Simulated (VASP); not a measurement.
Here is a VASP 6.6.1 calculation.

File INCAR:

```
ALGO = Normal
EDIFF = 1E-7
ENCUT = 520
GGA = PS
ISIF = 2
ISMEAR = 0
ISPIN = 2
LASPH = True
LCHARG = False
LMAXMIX = 4
LORBIT = 11
LREAL = False
LWAVE = False
MAGMOM = 0.5
NBANDS = 16
NELM = 150
PREC = Accurate
SIGMA = 0.05
```

KPOINTS

```
k-points
0
Gamma
  1 1 25
```

POSCAR

```
Ag
1.0
    9.0000000000      0.0000000000      0.0000000000
    0.0000000000      9.3000000000      0.0000000000
    0.0000000000      0.0000000000      2.5802115124
Ag
1
Direct
    0.5000000000      0.5000000000      0.0000000000
```

Potentials or basis: VASP PAW PBE potentials, release 64 (Ag).

Run with:

```sh
$ cat potpaw_PBE.64/Ag/POTCAR > POTCAR
$ mpirun -np 1 vasp_std > vasp.out
```

Question: Predict the net moment.

Answer: 0.00 μB per cell.
